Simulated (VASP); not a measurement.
## C: single point with r2SCAN

The system is C.

```xyz
1
Lattice="0.0000 1.5432 1.5432 1.5432 0.0000 1.5432 1.5432 1.5432 0.0000" Properties=species:S:1:pos:R:3 pbc="T T T"
C     0.0000    0.0000    0.0000
```

```
Program                : VASP 6.6.1
Task                   : single point
Functional             : r2SCAN
Potentials or basis    : VASP PAW PBE potentials, release 64 (C)
Cutoff                 : 660 eV
k mesh                 : 10 × 10 × 10
Occupations            : fermi-dirac, width 0.05 eV
Spin                   : no spin polarisation
Dipole correction      : no
Further INCAR settings : ALGO = Normal; EDIFF = 1e-06; NBANDS = 8
```

```
Pressure               : -0.2 GPa
Band gap on the k mesh : zero (bands 2 and 3 overlap by 11.75 eV)
```

Levels at points of the mesh, in eV from the Fermi level:
```
           k point  band 1  band 2  band 3  band 4  band 5  band 6
(0.00, 0.00, 0.00)  -19.88    8.55    8.55    8.55   31.19   31.19
(0.50, 0.00, 0.00)  -10.22   -9.02    6.70    6.70   25.73   28.57
(0.50, 0.50, 0.00)   -7.13   -6.08    2.41    2.41   15.70   16.96
```

Run time: 16 s on 1 thread of Intel(R) Xeon(R) Platinum 8259CL CPU @ 2.50GHz (Skylake/Cascade Lake) (shared host), peak memory 0.11 GiB.

Caveat: the PAW data sets were made with another functional, which shifts forces and pressure a little.
